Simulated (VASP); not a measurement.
# H21O10F in VASP: a series of runs

The runs below take H21O10F through single point, with PBE+D3(BJ).

All numbers are computed with VASP 6.6.1; they aren't measurements. Logs are shortened: lines on timing, memory, paths and dates and some standing lists are left out, and cuts for length are marked.

### Step 1. The cell of the first run

The cell holds a disordered packing, 32 atoms: a = 6.699 Å, b = 6.699 Å, c = 6.699 Å, α = 90.00°, β = 90.00°, γ = 90.00°.

### Step 2. Single point, PBE+D3(BJ)

INCAR reads:

```
ALGO = Normal
EDIFF = 1E-6
ENCUT = 520
GGA = PE
ISIF = 2
ISMEAR = -1
IVDW = 12
LASPH = True
LCHARG = False
LREAL = Auto
LWAVE = False
NBANDS = 66
NELM = 100
PREC = Accurate
SIGMA = 0.02
```

KPOINTS reads:

```
k-points
0
Gamma
  1 1 1
```

POSCAR reads:

```
H21O10F
1.0
    6.6987890000      0.0000000000      0.0000000000
    0.0000000000      6.6987890000      0.0000000000
    0.0000000000      0.0000000000      6.6987890000
O H F
10 21 1
Direct
    0.2836632114      0.1939604308      0.7677059242
    0.0076581006      0.5493978091      0.2443575996
    0.6988576592      0.5576530325      0.6977231258
    0.4714732767      0.4811914512      0.1930796746
    0.6181565056      0.8687988232      0.3865325509
    0.1533859329      0.0442766596      0.2079480336
    0.9156281829      0.2648389134      0.9775796790
    0.5904350771      0.0668479034      1.0480551037
    0.8818608856      0.1388310633      0.4941490171
    1.0374561730      0.7586296568      0.8949080199
    0.1489075115      0.2193978643      0.8260298988
    0.2445367364      0.1337555191      0.6402948354
    0.0205111700      0.6594027667      0.1442947375
    0.1512960029      0.5273639758      0.2846484641
    0.5679981859      0.5761041287      0.7324010355
    0.7178610940      0.6140811421      0.5631167066
    0.4258232346      0.5088083831      0.0629367487
    0.4865207726      0.3351202732      0.1847050265
    0.7009177330      0.9796845370      0.4477227153
    0.6035120676      0.8984011886      0.2455817014
    0.1248136044     -0.0291694514      0.0842092504
    0.2979045914      0.0627725399      0.2091124232
    0.9570386528      0.3710670690      1.0818671852
    0.8431673247      0.3380312471      0.8716799410
    0.7303409616      0.1303967030      1.0293950145
    0.4975078331      0.0924196896      0.9379456496
    0.8367781102      0.2808418059      0.4846398356
    0.9742955033      0.1291427451      0.3727390130
    0.9100450843      0.7976814914      0.8272092165
    1.1413107653      0.7384021201      0.7963379650
    0.4548583333      0.7920088243      0.4935369662
    0.3520934903      0.7334907847      0.5890616946
```

Potentials or basis: VASP PAW PBE potentials, release 64 (O, H, F).

Command:

```bash
$ cat potpaw_PBE.64/O/POTCAR potpaw_PBE.64/H/POTCAR potpaw_PBE.64/F/POTCAR > POTCAR
$ mpirun -np 1 vasp_gam > vasp.out
```

OUTCAR:

```text
EDIFF = 1E-6
   ENCUT = 520
   GGA = PE
   ISIF = 2
   ISMEAR = -1
   IVDW = 12
   LASPH = True
   LREAL = Auto
   NELM = 100
   PREC = Accurate
 IVDW          = 12

 ion  position               nearest neighbor table
   1  0.284  0.194  0.768-  12 0.98  11 1.00
   2  0.008  0.549  0.244-  13 1.00  14 1.01
   3  0.699  0.558  0.698-  15 0.92  16 0.99
   4  0.471  0.481  0.193-  17 0.94  18 0.99
   5  0.618  0.869  0.387-  20 0.97  19 1.01  31 1.41
   6  0.153  0.044  0.208-  22 0.98  21 0.98
   7  0.916  0.265  0.978-  24 0.99  23 1.04
   8  0.590  0.067  0.048-  26 0.98  25 1.04
   9  0.882  0.139  0.494-  27 1.00  28 1.02
  10  0.037  0.759  0.895-  30 0.97  29 1.00
  11  0.149  0.219  0.826-   1 1.00
  12  0.245  0.134  0.640-   1 0.98
  13  0.021  0.659  0.144-   2 1.00
  14  0.151  0.527  0.285-   2 1.01
  15  0.568  0.576  0.732-   3 0.92
  16  0.718  0.614  0.563-   3 0.99
[... 12 lines left out ...]
  29  0.910  0.798  0.827-  10 1.00
  30  0.141  0.738  0.796-  10 0.97
  31  0.455  0.792  0.494-  32 1.02   5 1.41
  32  0.352  0.733  0.589-  31 1.02

  LATTYP: Found a simple cubic cell.
 ALAT       =     6.6987890000

  Lattice vectors:

 A1 = (   6.6987890000,   0.0000000000,   0.0000000000)
 A2 = (   0.0000000000,   6.6987890000,   0.0000000000)
 A3 = (   0.0000000000,   0.0000000000,   6.6987890000)

Analysis of symmetry for initial positions (statically):
=====================================================================
 Subroutine PRICEL returns:
 Original cell was already a primitive cell.

 Routine SETGRP: Setting up the symmetry group for a
 simple cubic supercell.

 Subroutine GETGRP returns: Found  1 space group operations
 (whereof  1 operations were pure point group operations)
 out of a pool of 48 trial point group operations.

The static configuration has the point symmetry C_1 .

Analysis of symmetry for dynamics (positions and initial velocities):
=====================================================================
 Subroutine PRICEL returns:
 Original cell was already a primitive cell.

 Routine SETGRP: Setting up the symmetry group for a
 simple cubic supercell.

 Subroutine GETGRP returns: Found  1 space group operations
 (whereof  1 operations were pure point group operations)
 out of a pool of 48 trial point group operations.

The dynamic configuration has the point symmetry C_1 .

 Subroutine INISYM returns: Found  1 space group operations
 (whereof  1 operations are pure point group operations),
 and found     1 'primitive' translations

----------------------------------------------------------------------------------------

                                     Primitive cell

  volume of cell :     300.5999

  direct lattice vectors                    reciprocal lattice vectors
     6.698789000  0.000000000  0.000000000     0.149280713  0.000000000  0.000000000
     0.000000000  6.698789000  0.000000000     0.000000000  0.149280713  0.000000000
     0.000000000  0.000000000  6.698789000     0.000000000  0.000000000  0.149280713

  length of vectors
     6.698789000  6.698789000  6.698789000     0.149280713  0.149280713  0.149280713

  position of ions in fractional coordinates (direct lattice)
     0.283663211  0.193960431  0.767705924
     0.007658101  0.549397809  0.244357600
     0.698857659  0.557653032  0.697723126
     0.471473277  0.481191451  0.193079675
     0.618156506  0.868798823  0.386532551
     0.153385933  0.044276660  0.207948034
[... 24 lines left out ...]
     0.454858333  0.792008824  0.493536966
     0.352093490  0.733490785  0.589061695

  ion indices of the primitive-cell ions
   primitive index   ion index
                 1           1
                 2           2
                 3           3
                 4           4
                 5           5
                 6           6
[... 24 lines left out ...]
                31          31
                32          32

----------------------------------------------------------------------------------------

 KPOINTS: k-points

[... 46 lines left out ...]
   TEBEG  =    0.0;   TEEND  =   0.0 temperature during run
   PSTRESS=    0.0 pullay stress
   NELECT =      88.0000    total number of electrons
   NUPDOWN=      -1.0000    fix difference up-down
   EMIN   =  10.00;   EMAX   =-10.00  energy-range for DOS
   EFERMI =   0.00;   METHOD = LEGACY
   ISMEAR =    -1;   SIGMA  =   0.02  broadening in eV -4-tet -1-fermi 0-gaus
   EFERMI_NEDOS =   21; number of points for ismear=-14 and -15
   IALGO  =     38    algorithm
   IMIX   =      4    mixing-type and parameters
     AMIX     =   0.40;   BMIX     =  1.00
     AMIX_MAG =   1.60;   BMIX_MAG =  1.00
  volume/ion in A,a.u.               =       9.39        63.39
  Fermi-wavevector in a.u.,A,eV,Ry     =   1.087025  2.054179 16.076954  1.181623
  Thomas-Fermi vector in A             =   2.223175
   LORBIT       =      0    0 simple, 1 ext, 2 COOP (PROOUT), +10 PAW based schemes
   GGA     = PE    functional components
   LHFCALC =     F    Hartree Fock is set to
   AEXX    =    0.0000 exact exchange contribution
   IVDW    =    12    specifies the selected vdW correction
   LEPSILON=     F    determine dielectric tensor
   LRPA    =     F    only Hartree local field effects (RPA)
 non-spin polarized calculation
  energy-cutoff  :      520.00
  volume of cell :      300.60
 maximum number of plane-waves:      4109
 NGX is ok and might be reduce to    50
   NGX = 25   NGY = 25   NGZ = 25

 number of electron      88.0000000 magnetization

 Free energy of the ion-electron system (eV)
  ---------------------------------------------------
  ext. energy  EPLUGINS =         0.00000000
  ---------------------------------------------------
  free energy    TOTEN  =      -154.06726256 eV

  energy without entropy =     -154.06726256  energy(sigma->0) =     -154.06726256

 E-fermi :  -3.0896     XC(G=0):  -7.1493

 val. band max:       -3.5674338345   @ k =   0.0000   0.0000   0.0000
 cond. band min:       1.1869766372   @ k =   0.0000   0.0000   0.0000
 fundamental gap:      4.7544104717
 Fermi energy:        -3.0896223444

 k-point     1 :       0.0000    0.0000    0.0000
  band No.  band energies     occupation
      1     -25.0997      2.00000
      2     -22.3621      2.00000
      3     -22.1154      2.00000
      4     -22.0968      2.00000
      5     -22.0742      2.00000
      6     -21.8930      2.00000
[... 48 lines left out ...]
     55       6.7743      0.00000
     56       6.8871      0.00000
 [bands above 56 left out]

------------------------ aborting loop because EDIFF is reached ----------------------------------------

 Edisp (eV)   -1.15091

 E8    (eV) :    -0.2354

  FORCE on cell =-STRESS in cart. coord.  units (eV):
  Direction    XX          YY          ZZ          XY          YZ          ZX
  --------------------------------------------------------------------------------------
  -------------------------------------------------------------------------------------
  Total      -1.44819    -1.92075    -0.07146    -0.37049    -1.45405    -0.26421
  in kB      -7.71877   -10.23745    -0.38089    -1.97471    -7.74998    -1.40821
  external pressure =       -6.11 kB  Pullay stress =        0.00 kB

 VOLUME and BASIS-vectors are now :
 -----------------------------------------------------------------------------
  energy-cutoff  :      520.00
  volume of cell :      300.60
      direct lattice vectors                 reciprocal lattice vectors
     6.698789000  0.000000000  0.000000000     0.149280713  0.000000000  0.000000000
     0.000000000  6.698789000  0.000000000     0.000000000  0.149280713  0.000000000
     0.000000000  0.000000000  6.698789000     0.000000000  0.000000000  0.149280713

 POSITION                                       TOTAL-FORCE (eV/Angst)
 -----------------------------------------------------------------------------------
      1.90020      1.29930      5.14270        -0.592619     -0.029743     -0.168144
      0.05130      3.68030      1.63690         1.468111     -0.028893      0.086208
      4.68150      3.73560      4.67390         4.050562     -0.686851     -0.918377
      3.15830      3.22340      1.29340         0.135271     -0.867768      1.336508
      4.14090      5.81990      2.58930         0.016598     -0.376206      1.398715
      1.02750      0.29660      1.39300         0.338696     -0.131854      0.179420
[... 24 lines left out ...]
      3.04700      5.30550      3.30610         0.325018      0.272896     -0.154779
      2.35860      4.91350      3.94600        -0.554858     -0.101119      0.305097
 -----------------------------------------------------------------------------------
    total drift:                                0.005617      0.014993      0.005607

  FREE ENERGIE OF THE ION-ELECTRON SYSTEM (eV)
  ---------------------------------------------------
  free  energy   TOTEN  =      -155.2181763787 eV

  energy  without entropy=     -155.2181763786  energy(sigma->0) =     -155.21817638
```

It took 2.2 min on 1 thread of Intel Xeon 8259CL, shared host; peak memory 0.32 GiB.

Results:

| Quantity | Value |
| --- | --- |
| Free energy | -155.2182 eV |
| Pressure | -0.6 GPa |
| Largest force | 4.210 eV/Å |
| Band gap on the k mesh | 4.75 eV |
| Dispersion energy per atom | -0.036 eV |

Forces on the atoms (eV/Å):
```
O   -0.593 -0.030 -0.168
O    1.468 -0.029  0.086
O    4.051 -0.687 -0.918
O    0.135 -0.868  1.337
O    0.017 -0.376  1.399
O    0.339 -0.132  0.179
O   -0.043  0.730 -0.285
O    0.303 -0.066  0.465
O    0.333  1.357 -1.086
O   -1.020  0.782  0.347
H    0.404 -0.009  0.256
H    0.346  0.004  0.195
H   -0.231 -0.527  0.238
H   -1.116  0.207 -0.191
H   -3.432  0.560  0.372
H   -0.314 -0.074  0.330
H   -0.536  0.564 -1.591
H    0.286  0.172  0.117
H   -0.033 -0.198 -0.381
H   -0.071  0.347 -0.805
H   -0.122  0.041 -0.051
H   -0.072 -0.092  0.017
H   -0.352 -0.412 -0.456
H    0.246  0.235  0.276
H   -0.980 -0.007 -0.291
H    0.196  0.183 -0.419
H    0.153 -0.927  0.328
H   -0.396 -0.424  0.903
H    1.128 -0.605  0.298
H    0.137  0.111 -0.650
H    0.325  0.273 -0.155
F   -0.555 -0.101  0.305
```

Levels at points of the mesh, in eV from the valence-band top:
```
           k point  band 42  band 43  band 44  band 45  band 46  band 47
(0.00, 0.00, 0.00)    -0.21    -0.05     0.00     4.75     7.78     8.01
```

Caveat: the k points lie up to 0.94 Å⁻¹ apart.

### Step 3. Single point, PBE+D3(BJ)

INCAR reads:

```
  PREC = Accurate
  ENCUT = 520
  EDIFF = 1E-7
  ISMEAR = -1
  SIGMA = 0.02
  LREAL = Auto
  LASPH = T
  NELM = 60
  ALGO = Normal
  ISIF = 2
  LWAVE = F
  LCHARG = T
  GGA = PE
  IVDW = 12
  LELF = T
  LVHAR = T
  NBANDS = 66
```

KPOINTS reads:

```
Automatic mesh
0
Gamma
  1 1 1
```

POSCAR reads:

```
H21O10F
1.0
    6.6987890000      0.0000000000      0.0000000000
    0.0000000000      6.6987890000      0.0000000000
    0.0000000000      0.0000000000      6.6987890000
O H F
10 21 1
Direct
    0.2811851515      0.2152627885      0.7667803837
    0.0481430300      0.5244828580      0.2481045455
    0.6890200602      0.5588174221      0.6763909118
    0.4519921437      0.4657707535      0.1920794938
    0.5989590059      0.8473173285      0.3767994484
    0.1637161582      0.0659671472      0.2298475142
    0.8988639588      0.2714371209      0.9859692550
    0.5480990669      0.0727444916      1.0291263092
    0.8595434190      0.1420853829      0.4864162761
    1.0599826327      0.7669893767      0.8952215094
    0.1435483339      0.2204428293      0.8249102935
    0.2699144577      0.1366067807      0.6386378195
    0.0701619352      0.6333682103      0.1443544497
    0.1846453143      0.5224526403      0.3085930905
    0.5548316270      0.5636989014      0.6296809767
    0.7706467542      0.5629823540      0.5508458320
    0.4562466440      0.5778507130      0.1083479417
    0.5110177377      0.3572735311      0.1234551499
    0.6966781608      0.9434242518      0.4319736000
    0.5416650681      0.9027303293      0.2513290089
    0.1103930875      0.0018660089      0.1118112542
    0.3040101726      0.0900759824      0.1999465874
    0.9890444377      0.3437785546      1.0836585538
    0.8367631821      0.3758440518      0.8995207940
    0.6817650175      0.1304862715      1.0080030883
    0.4489916013      0.1321731435      0.9290783752
    0.8135052470      0.2722581649      0.5042254652
    0.9695931608      0.1476087693      0.3902197845
    0.9361393529      0.7062171984      0.8398085087
    1.1505064572      0.7659444117      0.7783794952
    0.4528430437      0.8014135092      0.5001501018
    0.3207296125      0.7391037395      0.5817917238
```

Potentials or basis: VASP PAW PBE potentials, release 64 (O, H, F).

Command:

```bash
$ cat potpaw_PBE.64/O/POTCAR potpaw_PBE.64/H/POTCAR potpaw_PBE.64/F/POTCAR > POTCAR
$ mpirun -np 1 vasp_gam > vasp.out
```

Run time: 2.6 min. Hardware: 1 thread of Intel Xeon 8259CL, shared host; peak memory 0.33 GiB.

Results (log left out):

```yaml
Free_energy: -155.1105 eV
Pressure: -0.6 GPa
Largest_force: 2.653 eV/Å
Band_gap_on_the_k_mesh: 4.58 eV
Dispersion_energy_per_atom: -0.036 eV
```

Forces in eV/Å, atoms in the order of the input:
```
O   -0.484 -0.629 -1.017
O    0.992  1.279 -0.263
O    2.564 -0.499 -0.467
O   -0.577 -0.102  2.059
O   -0.936 -0.379  0.142
O    0.130 -0.047  0.458
O    0.049  0.675 -0.926
O   -1.068  0.115 -0.055
O    0.433 -2.254 -0.013
O   -0.711 -0.421 -0.407
H    0.380 -0.086 -0.362
H   -0.064  0.728  1.454
H   -0.503 -0.879  0.630
H   -0.785 -0.364 -0.287
H   -1.449  0.097 -0.222
H   -0.682  0.234  0.883
H    0.209  1.307 -1.221
H    0.614 -1.217 -0.721
H    0.259  0.694 -0.091
H    0.636  0.254  0.185
H   -0.203 -0.336 -0.421
H    0.072  0.173 -0.077
H   -0.672  0.109  0.050
H    0.410 -0.541  0.464
H    0.318  0.078 -0.024
H    0.648 -0.537  0.065
H   -0.841  1.961  0.280
H    0.310 -0.122 -0.227
H    0.463  0.583  0.385
H    0.204  0.021  0.199
H   -0.545 -0.240 -0.122
F    0.827  0.347 -0.330
```

Stress tensor (GPa, compression positive):
```
-1.25 -0.90  0.13
-0.90  1.76  0.09
 0.13  0.09 -2.25
```

Levels at points of the mesh, in eV from the valence-band top:
```tsv
k point	band 40	band 41	band 42	band 43	band 44	band 45	band 46	band 47	band 48	band 49
(0.00, 0.00, 0.00)	-0.58	-0.49	-0.39	-0.31	0.00	4.58	7.53	7.71	8.22	8.49
```

Caveat: the k points lie up to 0.94 Å⁻¹ apart.

### Step 4. Single point, PBE+D3(BJ)

INCAR reads:

```
SYSTEM = H21O10F
PREC     = Accurate       ! precision mode
ENCUT    = 520            ! plane-wave cutoff, eV
EDIFF    = 1E-6           ! SCF threshold, eV
ISMEAR   = -1             ! smearing method
SIGMA    = 0.02           ! smearing width, eV
LREAL    = Auto         
LASPH    = .True.         ! aspherical terms in the spheres
NELM     = 60             ! most SCF steps
ALGO     = Normal         ! electronic algorithm
ISIF     = 2              ! what is computed and relaxed
LWAVE    = .False.        ! write WAVECAR
LCHARG   = .False.        ! write CHGCAR
GGA      = PE             ! functional
IVDW     = 12             ! dispersion correction
NBANDS   = 66             ! bands
```

KPOINTS reads:

```
Automatic mesh
0
Gamma
  1 1 1
  0 0 0
```

POSCAR reads:

```
H21O10F
1.0
    6.6987890000      0.0000000000      0.0000000000
    0.0000000000      6.6987890000      0.0000000000
    0.0000000000      0.0000000000      6.6987890000
O H F
10 21 1
Direct
    0.2472387173      0.1948561150      0.7611226447
    0.0275124355      0.5166306925      0.2481642577
    0.7141589323      0.5345891623      0.6439372848
    0.4525594104      0.4731302927      0.2061417370
    0.5858670873      0.8824281523      0.3790685152
    0.1305310557      0.0799099658      0.2267723315
    0.8717695094      0.2919781471      0.9380501461
    0.5245127142      0.0755061848      1.0375158853
    0.8313293642      0.1246344675      0.4990304964
    1.0623412680      0.7836043201      0.9102839334
    0.1323074962      0.2099036109      0.8500790217
    0.2024097191      0.0740133776      0.6936029781
    0.0730579811      0.6184550670      0.1549981646
    0.1333972454      0.4170604567      0.2736464755
    0.5734917162      0.5453373737      0.6938418272
    0.7246981507      0.6468781148      0.5424263998
    0.5238558790      0.5605640064      0.1159612581
    0.5460539211      0.3750230079      0.2433574188
    0.6891991970      0.9812669126      0.4224793466
    0.5416799962      0.9220771098      0.2450741470
    0.1029141237     -0.0145399415      0.1192454338
    0.2499705544      0.1452352059      0.1683737165
    0.9263913224      0.3657676037      1.0504734512
    0.8528705711      0.3825168997      0.8284333183
    0.6481470009      0.1454292709      1.0007629737
    0.4228226923      0.1119157507      0.9415134586
    0.8011149478      0.2645851362      0.4992544175
    0.9410954726      0.1042875063      0.3918469443
    0.9420060850      0.7948302298      0.8281049008
    1.1674348901      0.7528375651      0.8132216136
    0.4475137223      0.8268957270      0.4906110642
    0.3426290931      0.7449406154      0.5837174450
```

Command:

```bash
$ cat potpaw_PBE.64/O/POTCAR potpaw_PBE.64/H/POTCAR potpaw_PBE.64/F/POTCAR > POTCAR
$ mpirun -np 1 vasp_gam > vasp.out
```

It took 2.1 min on 1 thread of Intel Xeon 8259CL, shared host; peak memory 0.32 GiB.

It converged, with:

* Free energy: -155.0856 eV
* Pressure: 0.9 GPa
* Largest force: 2.379 eV/Å
* Band gap on the k mesh: 4.65 eV
* Dispersion energy per atom: -0.036 eV

Forces in eV/Å, atoms in the order of the input:
```
O    0.084 -0.453  0.169
O   -0.553 -0.915  0.336
O   -0.613  1.112 -0.480
O   -1.203  0.995 -0.388
O   -0.318 -1.126 -0.360
O    0.736  0.155 -0.481
O   -0.144 -1.469  0.167
O    0.583 -0.739  0.933
O    1.792 -1.041 -1.168
O   -0.172  0.148  0.033
H   -0.537  0.643  0.124
H    0.424 -0.118 -0.447
H    0.414 -0.088 -0.097
H   -0.169  1.196 -0.212
H    0.843  0.052 -0.721
H   -0.252 -1.296  0.851
H    0.094  0.077 -0.036
H    1.072 -1.143  0.357
H    0.072  0.816  0.562
H   -0.077  0.308 -0.439
H   -0.457 -0.492 -0.185
H   -0.217 -0.041  0.812
H    0.201  0.743  0.751
H   -0.289  0.803 -0.689
H    0.219  0.253 -0.254
H   -0.475  0.324 -1.183
H   -0.238  1.056  0.180
H   -0.670  0.558  1.110
H    0.072 -0.089  0.240
H    0.292 -0.027 -0.279
H   -0.097 -0.377  0.123
F   -0.413  0.175  0.673
```

Stress tensor (GPa, compression positive):
```
0.84 0.24 1.48
0.24 1.56 0.61
1.48 0.61 0.40
```

Levels at points of the mesh, in eV from the valence-band top:
```
           k point  band 42  band 43  band 44  band 45  band 46  band 47
(0.00, 0.00, 0.00)    -0.25    -0.11     0.00     4.65     7.70     7.82
```

Caveat: the k points lie up to 0.94 Å⁻¹ apart.

### Step 5. Summary

```csv
cell,gap on the mesh (eV),pressure (GPa),largest force (eV/Å)
"as given, atomic positions A",4.75,-0.6,4.21
"as given, atomic positions B",4.58,-0.6,2.65
"as given, atomic positions C",4.65,0.9,2.38
```

Alike in all rows: task single point; level PBE+D3(BJ); potentials or basis VASP PAW PBE potentials, release 64 (O, H, F); no spin polarisation; k mesh 1 × 1 × 1; cutoff (eV) 520; smearing fermi-dirac 0.02 eV.

Caveats: all runs use coarse meshes.

Absolute energies hang on the potentials; compare differences alone.
